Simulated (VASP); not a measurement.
Wanted: the native input for a VASP 6.6.1 run.

```
Task                   : relaxation of cell and atoms
Functional             : PBE
Potentials or basis    : VASP PAW PBE potentials, release 64 (Si, Hg, Rh_pv)
Cutoff                 : 600 eV
k mesh                 : 6 × 6 × 4
Occupations            : gaussian, width 0.1 eV
Spin                   : no spin polarisation
Dipole correction      : no
Further INCAR settings : ALGO = Normal; EDIFF = 1e-06; IBRION = 2; EDIFFG = -0.04; NSW = 90; ISIF = 3
```

The structure of SiHgRh lies in POSCAR:

```
SiHgRh
1.0
    3.9009446300      0.0000000000      0.0000000000
   -1.9504723200      3.3783171500      0.0000000000
    0.0000000000      0.0000000000      3.8246185700
Si Hg Rh
1 1 1
Direct
    0.3333333300      0.6666666700      0.5000000000
    0.0000000000      0.0000000000      0.5000000000
    0.6666666700      0.3333333300      0.0000000000
```

The cell was generated, and may not be a known phase.

The input as run:

INCAR

```
SYSTEM = SiHgRh
ALGO     = Normal         ! electronic algorithm
EDIFF    = 1E-6           ! SCF threshold, eV
EDIFFG   = -0.04          ! ionic threshold
ENCUT    = 600            ! plane-wave cutoff, eV
GGA      = PE             ! functional
IBRION   = 2              ! ionic algorithm
ISIF     = 3              ! what is computed and relaxed
ISMEAR   = 0              ! smearing method
LASPH    = .True.         ! aspherical terms in the spheres
LCHARG   = .False.        ! write CHGCAR
LREAL    = .False.        ! projectors in reciprocal space
LWAVE    = .False.        ! write WAVECAR
NELM     = 60             ! most SCF steps
NSW      = 90             ! ionic steps
PREC     = Accurate       ! precision mode
SIGMA    = 0.1            ! smearing width, eV
```

KPOINTS

```
k-points
0
Gamma
  6 6 4
  0 0 0
```

Potentials or basis: VASP PAW PBE potentials, release 64 (Si, Hg, Rh_pv).

Launch:

```console
$ cat potpaw_PBE.64/Si/POTCAR potpaw_PBE.64/Hg/POTCAR potpaw_PBE.64/Rh_pv/POTCAR > POTCAR
$ mpirun -np 1 vasp_std > vasp.out
```

It gave:

The relaxed volume is 16.58 Å³/atom, the relaxed cell is a = 4.473 Å, b = 4.473 Å, c = 2.870 Å, α = 90.00°, β = 90.00°, γ = 120.00° and the space group after relaxing (to 0.1 Å) is P-6m2 (No. 187). The energy gained by relaxing is 561.9 meV/atom and the ionic steps are 13. The pressure after relaxing is 0.1 GPa and the band gap on the k mesh is zero (an odd number of electrons rules out a gap without spin polarisation).

Caveat: the k points lie up to 0.55 Å⁻¹ apart in the final cell, too coarse for converged energies and pressures of a metal; a cell axis changed by over 15 % at a fixed basis, so the end point is rough; spin-orbit coupling is left out, which moves the levels of the heavy elements.

Run time: 5.4 min on 1 thread of Intel Xeon 8259CL, with other jobs on the host, peak memory 0.22 GiB.
